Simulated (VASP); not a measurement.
Runs of VASP 6.6.1 on KI. The structure is that of space group Fm-3m (No. 225), or close to it. The cells are those of the table. 

```tsv
task	cell	cutoff (eV)	gap on the mesh (eV)	pressure (GPa)
electric field gradients	a = 4.984 Å, angles 60.0°, 2 atoms	520	3.98	0.7
electric field gradients	a = 5.017 Å, angles 60.0°, 2 atoms	400	(a)	0.4
electric field gradients	a = 4.951 Å, angles 60.0°, 2 atoms	400	4.03	(b)
single point	a = 5.082 Å, angles 60.0°, 2 atoms	500	3.85	0.0
electric field gradients	a = 5.082 Å, angles 60.0°, 2 atoms	400	3.85	0.0
```

Alike in all rows: level PBE; potentials or basis VASP PAW PBE potentials, release 64 (K_sv, I); no spin polarisation; k mesh 6 × 6 × 6; smearing fermi-dirac 0.02 eV.

Problem. Estimate the missing entries.

Solution. (a) 3.93; (b) 1.0.

Caveats: spin-orbit coupling is left out, which moves the levels of the heavy elements.

A k mesh can miss the band edges, and the runs leave out spin-orbit coupling on I.
